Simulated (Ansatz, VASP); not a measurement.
## One calculation of PbSe, two programs

INCAR

```
  PREC = Accurate
  ENCUT = 520
  EDIFF = 1E-6
  ISMEAR = 0
  SIGMA = 0.02
  LREAL = False
  LASPH = True
  NELM = 100
  ALGO = Normal
  ISIF = 2
  LWAVE = False
  LCHARG = True
  GGA = PE
  LELF = True
  LVHAR = True
  NBANDS = 28
```

KPOINTS

```
Automatic mesh
0
Gamma
  6 6 6
```

The input POSCAR:

```
PbSe
1.0
    0.0000000000     11.6012924013      3.0213960358
    3.0143477532      0.0000000000      3.0213960358
    3.0143477532     11.6012924013      0.0000000000
Pb Se
2 2
Direct
    0.1907300000      0.8052670000      0.1947330000
    0.8052670000      0.1907300000      0.8092700000
    0.6744230000      0.2955810000      0.7044190000
    0.2955810000      0.6744230000      0.3255770000
```

Input for Ansatz:

```yaml
crystal:
  lattice:
    - [0.0, 11.6012924013, 3.0213960358]
    - [3.0143477532, 0.0, 3.0213960358]
    - [3.0143477532, 11.6012924013, 0.0]
  atoms:
    - { symbol: Pb, position: [0.19073, 0.805267, 0.194733] }
    - { symbol: Pb, position: [0.805267, 0.19073, 0.80927] }
    - { symbol: Se, position: [0.674423, 0.295581, 0.704419] }
    - { symbol: Se, position: [0.295581, 0.674423, 0.325577] }
basis:
  ecutwfc: 420
kpoints:
  mp_grid: { grid: [6, 6, 6] }
hamiltonian:
  xc: pbe
scf:
  occupations: { method: gaussian, width: 0.02 }
output:
  forces: true
  stress: true
  eigenvalues: true
  populations: true
```

Alike in both runs: task single point; functional PBE; k mesh 6 × 6 × 6; occupations gaussian, width 0.02 eV; no spin polarisation.

|  | VASP | Ansatz |
| --- | --- | --- |
| version | VASP 6.6.1 | Ansatz 0.2.0 |
| potentials or method | VASP PAW PBE potentials, release 64 (Pb_d, Se), cutoff 520 eV | scalar-relativistic, plane waves, PAW |
| valence electrons in the cell | 40 | 60 |

```csv
,VASP,Ansatz,Ansatz less VASP
gap on the k mesh at the Fermi level (eV),1.70,1.70,-0.002
least direct gap on the mesh (eV),1.70,1.70,-0.002
pressure (GPa),2.8,2.8,0.00
"traceless stress, the component that is largest in VASP (GPa)",-0.36,-0.38,-0.021
rms of the force components (eV/Å),0.351,0.344,-0.0064
```

Atom by atom the forces differ by 0.007 eV/Å (rms over components). VASP's potentials hold 40 valence electrons a cell and Ansatz's 60, so a difference there can come from the potentials and not from the codes.

Spin-orbit coupling is off throughout.
